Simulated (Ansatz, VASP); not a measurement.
Sr2MgAl3 in VASP and in Ansatz

```
CELL_PARAMETERS angstrom
5.89440 0.00000 0.00000
-2.94720 5.10470 0.00000
0.00000 0.00000 9.41568
ATOMIC_POSITIONS crystal
Sr 0.33333 0.66667 0.06945
Sr 0.66667 0.33333 0.56945
Sr 0.33333 0.66667 0.43055
Sr 0.66667 0.33333 0.93055
Mg 0.00000 0.00000 0.00000
Mg 0.00000 0.00000 0.50000
Al 0.82715 0.65429 0.25000
Al 0.17285 0.82715 0.75000
Al 0.34571 0.17285 0.25000
Al 0.17285 0.34571 0.75000
Al 0.82715 0.17285 0.25000
Al 0.65429 0.82715 0.75000
```

Alike in both runs: functional LDA; k mesh 6 × 6 × 3; occupations fermi-dirac, width 0.1 eV; no spin polarisation.

Ansatz relaxed the structure, and its values are those at the end. VASP's run is a single point on that final structure, the one shown.

|  | VASP | Ansatz |
| --- | --- | --- |
| version | VASP 6.6.1 | Ansatz 0.2.0 |
| potentials or method | VASP PAW LDA potentials, release 64 (Sr_sv, Mg, Al), cutoff 520 eV | PAW plane waves |
| valence electrons in the cell | 62 | 78 |

|  | VASP | Ansatz | Ansatz less VASP |
| --- | --- | --- | --- |
| gap on the k mesh at the Fermi level (eV) | none | none | - |
| pressure (GPa) | 0.0 | 0.0 | +0.02 |
| rms of the force components (eV/Å) | 0.004 | 0.002 | -0.0014 |

Ansatz warns that its potentials were made for another functional, while VASP's fit it. LDA's correlation is that of Perdew and Zunger in VASP and of Perdew and Wang (1992) in Ansatz. A gap of «none» marks a metal or a gap that the smearing closes. VASP's potentials hold 62 valence electrons a cell and Ansatz's 78, so a difference there can come from the potentials and not from the codes.
